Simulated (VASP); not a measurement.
Wanted: the native input for a VASP 6.6.1 run.

| Quantity | Value |
| --- | --- |
| Task | single point |
| Functional | pbe exchange, lda correlation |
| Potentials or basis | VASP PAW PBE potentials, release 64 (La) |
| Cutoff | 500 eV |
| k mesh | 9 × 9 × 9 |
| Occupations | methfessel-paxton, width 0.025 eV |
| Spin | collinear spin |
| Starting moments | [1.0] μB |
| Fixed moment | 1 μB |
| Dipole correction | no |
| Further INCAR settings | ALGO = Normal; EDIFF = 1e-06; NBANDS = 16 |

The structure of La lies in POSCAR:

```
La
1.0
    0.0000000000      2.6973857217      2.6973857217
    2.6973857217      0.0000000000      2.6973857217
    2.6973857217      2.6973857217      0.0000000000
La
1
Direct
    0.0000000000      0.0000000000      0.0000000000
```

This isn't the form of La at room conditions, which is double hcp.

These files were run (other wordings do the same):

INCAR

```
SYSTEM = La
ALGO = Normal
EDIFF = 1E-6
ENCUT = 500
GGA = LIBXC
GGA_COMPAT = .FALSE.
ISIF = 2
ISMEAR = 1
ISPIN = 2
LASPH = .TRUE.
LCHARG = .TRUE.
LELF = .TRUE.
LIBXC1 = GGA_X_PBE
LIBXC2 = LDA_C_PW
LMAXMIX = 6
LORBIT = 11
LREAL = .FALSE.
LVHAR = .TRUE.
LWAVE = .FALSE.
MAGMOM = 1
NBANDS = 16
NELM = 200
NUPDOWN = 1.0
PREC = Accurate
SIGMA = 0.025
```

KPOINTS

```
k-points
0
G
  9 9 9
  0 0 0
```

Potentials or basis: VASP PAW PBE potentials, release 64 (La).

Launch:

```console
$ cat potpaw_PBE.64/La/POTCAR > POTCAR
$ mpirun -np 1 vasp_std > vasp.out
```

It gave:

The pressure is 2.5 GPa, the net moment is 1.00 μB per cell and the site moments are La +0.44 μB. The valence electrons inside the program's atomic spheres are La 8.60.

Caveat: the PAW data sets were made with another functional, which shifts forces and pressure a little; the total moment is fixed, so each spin has its own Fermi level.

It took 24 s on 1 thread of Intel(R) Xeon(R) 6975P-C (Granite Rapids), on a shared host, peak memory 0.2 GiB.
